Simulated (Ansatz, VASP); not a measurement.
## One calculation of ZnS, two programs

Contents of POSCAR:

```
ZnS
1.0
    3.8109987816      0.0000000000      0.0000000000
   -1.9054993908      3.3004217586      0.0000000000
    0.0000000000      0.0000000000      6.2340000000
Zn S
2 2
Direct
    0.3333333333      0.6666666667      0.0000000000
    0.6666666667      0.3333333333      0.5000000000
    0.3333333333      0.6666666667      0.3368768046
    0.6666666667      0.3333333333      0.8850000000
```

INCAR.step1

```
SYSTEM = ZnS
PREC     = Accurate       ! precision mode
ENCUT    = 520            ! plane-wave cutoff, eV
ISMEAR   = 0              ! smearing method
SIGMA    = 0.05           ! smearing width, eV
LREAL    = .False.        ! projectors in reciprocal space
LASPH    = .True.         ! aspherical terms in the spheres
NELM     = 60             ! most SCF steps
NBANDS   = 26             ! bands
GGA      = PE             ! functional
ALGO     = Normal         ! electronic algorithm
EDIFF    = 1E-4           ! SCF threshold, eV
LWAVE    = .True.         ! write WAVECAR
LCHARG   = .False.        ! write CHGCAR
```

INCAR.step2

```
SYSTEM = ZnS
PREC     = Accurate       ! precision mode
ENCUT    = 520            ! plane-wave cutoff, eV
EDIFF    = 1E-6           ! SCF threshold, eV
ISMEAR   = 0              ! smearing method
SIGMA    = 0.05           ! smearing width, eV
LREAL    = .False.        ! projectors in reciprocal space
LASPH    = .True.         ! aspherical terms in the spheres
NELM     = 60             ! most SCF steps
ALGO     = Normal         ! electronic algorithm
ISIF     = 2              ! what is computed and relaxed
LWAVE    = .False.        ! write WAVECAR
LCHARG   = .True.         ! write CHGCAR
METAGGA  = R2SCAN         ! meta-GGA
LMIXTAU  = .True.       
LELF     = .True.         ! ELF
LVHAR    = .True.       
NBANDS   = 26             ! bands
ISTART   = 1
```

KPOINTS

```
regular mesh
0
Gamma
  6 6 4
  0 0 0
```

Input for Ansatz:

```yaml
crystal:
  lattice:
    - [3.8109987816, 0.0, 0.0]
    - [-1.9054993908, 3.3004217586, 0.0]
    - [0.0, 0.0, 6.234]
  atoms:
    - { symbol: Zn, position: [0.3333333333, 0.6666666667, 0.0] }
    - { symbol: Zn, position: [0.6666666667, 0.3333333333, 0.5] }
    - { symbol: S, position: [0.3333333333, 0.6666666667, 0.3368768046] }
    - { symbol: S, position: [0.6666666667, 0.3333333333, 0.885] }
basis:
  ecutwfc: 500
kpoints:
  mp_grid: { grid: [6, 6, 4] }
hamiltonian:
  xc: r2scan
scf:
  occupations: { method: gaussian, width: 0.05 }
output:
  forces: true
  stress: true
  eigenvalues: true
```

Alike in both runs: task single point; functional r2SCAN; k mesh 6 × 6 × 4; occupations gaussian, width 0.05 eV; no spin polarisation.

|  | VASP | Ansatz |
| --- | --- | --- |
| version | VASP 6.6.1 | Ansatz 0.2.0 |
| potentials or method | VASP PAW PBE potentials, release 64 (Zn, S), cutoff 520 eV | scalar-relativistic, plane waves, PAW |
| valence electrons in the cell | 36 | 36 |

```csv
,VASP,Ansatz,Ansatz less VASP
gap on the k mesh at the Fermi level (eV),2.60,2.59,-0.008
least direct gap on the mesh (eV),2.60,2.59,-0.008
pressure (GPa),1.7,1.6,-0.09
"traceless stress, the component that is largest in VASP (GPa)",4.82,4.78,-0.047
rms of the force components (eV/Å),1.235,1.226,-0.0087
```

VASP's potentials were made for PBE, not for r2SCAN. Atom by atom the forces differ by 0.009 eV/Å (rms over components).
